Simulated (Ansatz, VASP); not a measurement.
Ti in VASP and in Ansatz

Contents of POSCAR:

```
Ti
1.0
    2.6717143674      0.0000000000      0.0000000000
    0.0000000000      2.6717143674      0.0000000000
    0.0000000000      0.0000000000      2.6717143674
Ti
1
Direct
    0.0000000000      0.0000000000      0.0000000000
```

INCAR.step1

```
PREC     = Accurate       # precision mode
ENCUT    = 600            # plane-wave cutoff, eV
ISMEAR   = -1             # smearing method
SIGMA    = 0.05           # smearing width, eV
LREAL    = False          # projectors in reciprocal space
LASPH    = True           # aspherical terms in the spheres
NELM     = 150            # most SCF steps
ISPIN    = 2              # spin polarisation
MAGMOM   = 1              # initial moments
LMAXMIX  = 4              # l up to which the mixer works
GGA      = PE             # functional
ALGO     = Normal         # electronic algorithm
EDIFF    = 1E-4           # SCF threshold, eV
LWAVE    = True           # write WAVECAR
LCHARG   = False          # write CHGCAR
```

The input INCAR.step2:

```
PREC     = Accurate       # precision mode
ENCUT    = 600            # plane-wave cutoff, eV
EDIFF    = 1E-6           # SCF threshold, eV
ISMEAR   = -1             # smearing method
SIGMA    = 0.05           # smearing width, eV
LREAL    = False          # projectors in reciprocal space
LASPH    = True           # aspherical terms in the spheres
NELM     = 150            # most SCF steps
ALGO     = Normal         # electronic algorithm
ISIF     = 3              # what is computed and relaxed
LWAVE    = False          # write WAVECAR
LCHARG   = False          # write CHGCAR
ISPIN    = 2              # spin polarisation
MAGMOM   = 1              # initial moments
LORBIT   = 11             # projections on sites
LMAXMIX  = 4              # l up to which the mixer works
METAGGA  = R2SCAN         # meta-GGA
LMIXTAU  = True         
IBRION   = 2              # ionic algorithm
NSW      = 80             # ionic steps
EDIFFG   = -0.01          # ionic threshold
ISTART   = 1
```

File KPOINTS:

```
Automatic mesh
0
Gamma
  12 12 12
```

Input for Ansatz:

```yaml
crystal:
  lattice:
    - [2.6717143674, 0.0, 0.0]
    - [0.0, 2.6717143674, 0.0]
    - [0.0, 0.0, 2.6717143674]
  atoms:
    - { symbol: Ti, position: [0.0, 0.0, 0.0], spin: 1.0 }
hamiltonian:
  xc: r2scan
  pseudopotentials:
    kind: paw
    azcp:
      Ti: "pseudopotentials/Ti.paw.azcp"
basis:
  ecutwfc: 500
  fft_grid_basis: typed
kpoints:
  mp_grid: { grid: [12, 12, 12], shift: [0, 0, 0] }
magnetization:
  spin_polarized: true
scf:
  occupations: { method: fermi_dirac, width: 0.05 }
relax:
  max_steps: 60
  f_tol: 0.01
  cell: {}
```

Alike in both runs: task relaxation of cell and atoms; functional r2SCAN; k mesh 12 × 12 × 12; occupations fermi-dirac, width 0.05 eV; collinear spin.

```csv
,VASP,Ansatz
version,VASP 6.6.1,Ansatz 0.2.0
potentials or method,"VASP PAW PBE potentials, release 64 (Ti_sv), cutoff 600 eV","plane waves (500 eV) with PAW, scalar-relativistic"
valence electrons in the cell,12,12
```

|  | VASP | Ansatz | Ansatz less VASP |
| --- | --- | --- | --- |
| net moment per atom (μB) | 0.00 | 1.60 | +1.597 |
| size of the moment on the site where the two differ most (μB) | 0.00 | 1.23 | +1.233 |
| relaxed volume (Å³/atom) | 18.32 | 19.46 | +1.142 |
| relaxed length of the cell vector where the two differ most in proportion (Å) | 2.636 | 2.690 | +0.0537 |

The net moments are unlike, so the other rows may belong to different states. VASP's potentials were made for PBE, not for r2SCAN. Site moments also hang on the region over which each program counts them.
